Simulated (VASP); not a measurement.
A run of VASP 6.6.1 is set up as follows.

INCAR

```
SYSTEM = ReCl
  ALGO = Normal
  EDIFF = 1E-6
  ENCUT = 520
  GGA = PE
  ISIF = 2
  ISMEAR = 0
  ISPIN = 2
  LASPH = .TRUE.
  LCHARG = .FALSE.
  LMAXMIX = 4
  LORBIT = 11
  LREAL = .FALSE.
  LWAVE = .FALSE.
  MAGMOM = 1 1 0 0
  NBANDS = 26
  NELM = 150
  PREC = Accurate
  SIGMA = 0.1
```

Contents of KPOINTS:

```
k-points
0
G
  6 6 4
  0 0 0
```

POSCAR

```
ReCl
1.0
    3.9968595264      0.0000000000      0.0000000000
   -1.9984297631      3.4613818852      0.0000000000
    0.0000000000      0.0000000000      6.4008326988
Re Cl
2 2
Direct
    0.3333333333      0.6666666667      0.0000000000
    0.6666666667      0.3333333333      0.5000000000
    0.3333333333      0.6666666667      0.3821000000
    0.6666666667      0.3333333333      0.8821000000
```

Potentials or basis: VASP PAW PBE potentials, release 64 (Re, Cl).

The run is started by

```console
$ cat potpaw_PBE.64/Re/POTCAR potpaw_PBE.64/Cl/POTCAR > POTCAR
$ mpirun -np 1 vasp_std > vasp.out
```

**Question.** Predict the net moment.

**Answer.** 0.00 μB per cell.

**Question.** Estimate the band gap on the k mesh.

**Answer.** Zero (filled and empty bands overlap).

**Question.** Predict the pressure.

**Answer.** -14.2 GPa.

**Question.** What does it give for the largest force?

**Answer.** 0.045 eV/Å.

Stress tensor (GPa, compression positive):
```
-16.39   0.00   0.00
  0.00 -16.39   0.00
  0.00   0.00  -9.95
```

Caveat: the stress differs along the axes, from -16 to -10 GPa; spin-orbit coupling is left out, which moves the levels of the heavy elements.
